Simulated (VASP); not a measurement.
Here is a VASP 6.6.1 calculation.

The input INCAR:

```
PREC = Accurate
ENCUT = 520
EDIFF = 1E-8
ISMEAR = 0
SIGMA = 0.01
LREAL = False
LASPH = True
NELM = 80
ALGO = Normal
ISIF = 2
LWAVE = False
LCHARG = False
GGA = PS
NBANDS = 16
IBRION = 8
NSW = 1
LEPSILON = True
```

The input KPOINTS:

```
regular mesh
0
Gamma
  6 6 6
```

POSCAR

```
CuI
1.0
    0.0000000000      2.9696000542      2.9696000542
    2.9696000542      0.0000000000      2.9696000542
    2.9696000542      2.9696000542      0.0000000000
Cu I
1 1
Direct
    0.2500000000      0.2500000000      0.2500000000
    0.0000000000      0.0000000000      0.0000000000
```

Potentials or basis: VASP PAW PBE potentials, release 64 (Cu, I).

Run with:

```console
$ cat potpaw_PBE.64/Cu/POTCAR potpaw_PBE.64/I/POTCAR > POTCAR
$ mpirun -np 1 vasp_std > vasp.out
```

Q: What does it give for the electronic dielectric tensor (diagonal)?

A: 7.52.

Q: What does it give for the Born charges (mean of the diagonal)?

A: Cu +1.13; I -1.13 e.

Q: What does it give for the highest phonon frequency at Γ, LO-TO splitting left out?

A: 145 cm⁻¹.

Electronic dielectric tensor:
```
7.52 0.00 0.00
0.00 7.52 0.00
0.00 0.00 7.52
```
